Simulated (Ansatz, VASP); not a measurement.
# Ir in VASP and in Ansatz

File INCAR:

```
PREC = Accurate ; ENCUT = 560
EDIFF = 1E-6 ; ISMEAR = -1
SIGMA = 0.05 ; LREAL = F
LASPH = T ; NELM = 200
ALGO = Normal ; ISIF = 2
LWAVE = F ; LCHARG = T
MAGMOM = 0 0 0 ; LORBIT = 11
LSORBIT = T ; GGA_COMPAT = F
LORBMOM = T ; LMAXMIX = 4
GGA = PE ; LVHAR = T
NBANDS = 28
```

File KPOINTS:

```
Automatic mesh
0
Gamma
  12 12 12
```

File POSCAR:

```
Ir
1.0
    0.0000000000      1.9156000000      1.9156000000
    1.9156000000      0.0000000000      1.9156000000
    1.9156000000      1.9156000000      0.0000000000
Ir
1
Direct
    0.0000000000      0.0000000000      0.0000000000
```

Contents of input.yaml:

```yaml
crystal:
  lattice:
    - [0.0, 1.9156, 1.9156]
    - [1.9156, 0.0, 1.9156]
    - [1.9156, 1.9156, 0.0]
  atoms:
    - { symbol: Ir, position: [0.0, 0.0, 0.0] }
hamiltonian:
  xc: pbe
  pseudopotentials: { kind: paw_fr }
magnetization:
  noncollinear: true
  spin_orbit: true
kpoints:
  mp_grid: { grid: [12, 12, 12] }
scf:
  occupations: { method: fermi_dirac, width: 0.05 }
  n_extra_bands: 6
  mixing: { algorithm: anderson, beta: 0.3 }
output:
  forces: true
  stress: true
  eigenvalues: true
  dos: { projected: true, de: 0.05, nscf_kmesh: { grid: [18, 18, 18] } }
  write_density: true
  write_potential: true
  elf: true
  volumetric_format: npy
```

Alike in both runs: functional PBE; k mesh 12 × 12 × 12; occupations fermi-dirac, width 0.05 eV; non-collinear spin, spin-orbit coupling.

```csv
,VASP,Ansatz
version,VASP 6.6.1,Ansatz 0.2.0
potentials or method,"VASP PAW PBE potentials, release 64 (Ir_sv_GW)",Ansatz PAW
plane-wave cutoff (eV),560,420
valence electrons in the cell,17,17
task,single point,projected density of states
```

Ansatz gave:

| Item | Value |
| --- | --- |
| pressure (GPa) | 11.8 |

Problem. Which values does VASP return?

Solution. Pressure (GPa): 11.1.
